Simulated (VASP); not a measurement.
A run of VASP 6.6.1 is set up as follows.

File INCAR:

```
ALGO = Normal
EDIFF = 1E-7
ENCUT = 520
GGA = PE
ISIF = 2
ISMEAR = 0
LASPH = True
LCHARG = True
LELF = True
LREAL = False
LVHAR = True
LWAVE = False
NBANDS = 19
NELM = 80
PREC = Accurate
SIGMA = 0.05
```

File KPOINTS:

```
k-points
0
Gamma
  6 6 6
```

File POSCAR:

```
SrCl2
1.0
    0.0000000000      3.5016301678      3.5544185623
    3.5016301678      0.0000000000      3.5544185623
    3.5016301678      3.5016301678      0.0000000000
Sr Cl
1 2
Direct
    0.0000000000      0.0000000000      0.0000000000
    0.2500000000      0.2500000000      0.2500000000
    0.7500000000      0.7500000000      0.7500000000
```

Potentials or basis: VASP PAW PBE potentials, release 64 (Sr_sv, Cl).

The run is started by

```console
$ cat potpaw_PBE.64/Sr_sv/POTCAR potpaw_PBE.64/Cl/POTCAR > POTCAR
$ mpirun -np 1 vasp_std > vasp.out
```

Estimate the band gap on the k mesh.

5.20 eV, indirect (least direct gap 5.48 eV).

What does it give for the pressure?

0.1 GPa.

Stress tensor (GPa, compression positive):
```
 0.36  0.00  0.00
 0.00  0.36  0.00
 0.00  0.00 -0.37
```

Caveat: the cell differs from its parent crystal (strain +e along x and -e along y +0.0000, strain +e along z and -e/2 along x and y +0.0100). A k mesh can miss the band edges.
